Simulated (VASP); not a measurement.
Runs of VASP 6.6.1 on C. The structure is that of space group Fm-3m (No. 225), or close to it. The cells are those of the table. 

```tsv
task	cell	k mesh	cutoff (eV)	gap on the mesh (eV)	pressure (GPa)
single point	a = 2.162 Å, angles 60.0°, 1 atom	20 × 20 × 20	520	none	(a)
single point	a = 2.248 Å, angles 60.0°, 1 atom	20 × 20 × 20	520	none	-9.7
single point	a = 2.220 Å, angles 60.0°, 1 atom	20 × 20 × 20	520	none	-5.4
single point	a = 2.131 Å, angles 60.0°, 1 atom	20 × 20 × 20	520	none	14.2
single point	a = 2.191 Å, angles 60.0°, 1 atom	18 × 18 × 18	520	none	0.0
single point	a = 2.100 Å, angles 60.0°, 1 atom	20 × 20 × 20	520	none	(b)
single point	a = 2.191 Å, angles 60.0°, 1 atom	20 × 20 × 20	520	none	-0.1
single point	a = 2.276 Å, angles 60.0°, 1 atom	20 × 20 × 20	520	none	-13.3
single point	a = 2.191 Å, angles 60.0°, 1 atom	28 × 28 × 28	520	none	-0.1
relaxation of cell and atoms	relaxed from a = 2.107 Å, angles 60.0°, 1 atom	18 × 18 × 18	600	none	0.0
```

Alike in all rows: level revPBE; potentials or basis VASP PAW PBE potentials, release 64 (C); no spin polarisation; smearing fermi-dirac 0.1 eV.

Question: Fill in the values left out.

Answer: (a) 6.4; (b) 23.5.

Caveats: the PAW data sets were made with another functional, which shifts forces and pressure a little.

A gap of «none» marks levels without a gap at the run's occupations.
